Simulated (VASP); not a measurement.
Write the native input for VASP 6.6.1 that does the following.

- Task: density of states
- Functional: PBE
- Potentials or basis: VASP PAW PBE potentials, release 64 (Al)
- Cutoff: 520 eV
- k mesh: 10 × 10 × 7
- Occupations: fermi-dirac, width 0.05 eV
- Spin: no spin polarisation
- Dipole correction: no
- k mesh for the DOS: 15 × 15 × 11
- Occupations for the DOS: tetrahedron
- Further INCAR settings: ALGO = Normal; EDIFF = 1e-07; NBANDS = 14

Crystal: Al.

```
CELL_PARAMETERS angstrom
2.34170 0.00000 0.00000
-1.17085 2.02797 0.00000
0.00000 0.00000 7.60620
ATOMIC_POSITIONS crystal
Al 0.00000 0.00000 0.00000
Al 0.00000 0.00000 0.50000
Al 0.33333 0.66667 0.25000
Al 0.66667 0.33333 0.75000
```

This cell differs from its parent crystal: volume scaled by 0.45.

The input as run:

POSCAR

```
Al
1.0
    2.3416975800      0.0000000000      0.0000000000
   -1.1708487900      2.0279695922      0.0000000000
    0.0000000000      0.0000000000      7.6062020403
Al
4
Direct
    0.0000000000      0.0000000000      0.0000000000
    0.0000000000      0.0000000000      0.5000000000
    0.3333333333      0.6666666667      0.2500000000
    0.6666666667      0.3333333333      0.7500000000
```

INCAR.step1

```
SYSTEM = Al
  PREC = Accurate
  ENCUT = 520
  EDIFF = 1E-7
  ISMEAR = -1
  SIGMA = 0.05
  LREAL = .FALSE.
  LASPH = .TRUE.
  NELM = 80
  ALGO = Normal
  ISIF = 2
  LWAVE = .FALSE.
  LCHARG = .TRUE.
  GGA = PE
  NBANDS = 14
```

KPOINTS.step1

```
Automatic mesh
0
G
  10 10 7
  0 0 0
```

INCAR.step2

```
SYSTEM = Al
  PREC = Accurate
  ENCUT = 520
  EDIFF = 1E-7
  ISMEAR = -5
  SIGMA = 0.05
  LREAL = .FALSE.
  LASPH = .TRUE.
  NELM = 80
  ALGO = Normal
  ISIF = 2
  LWAVE = .FALSE.
  LCHARG = .FALSE.
  GGA = PE
  LORBIT = 11
  NBANDS = 14
  NEDOS = 1001
  ICHARG = 11
```

KPOINTS.step2

```
Automatic mesh
0
G
  15 15 11
  0 0 0
```

Potentials or basis: VASP PAW PBE potentials, release 64 (Al).

Command:

```console
$ cat potpaw_PBE.64/Al/POTCAR > POTCAR
$ cp INCAR.step1 INCAR
$ cp KPOINTS.step1 KPOINTS
$ mpirun -np 1 vasp_std > vasp.out
$ cp INCAR.step2 INCAR
$ cp KPOINTS.step2 KPOINTS
$ mpirun -np 1 vasp_std > vasp.out
```

Results of the run:

- Valence electrons inside the program's atomic spheres: Al 1.14, 1.16

Run time: 73 s on 1 thread of Intel(R) Xeon(R) Platinum 8488C (Sapphire Rapids), with other jobs on the host, peak memory 0.18 GiB.
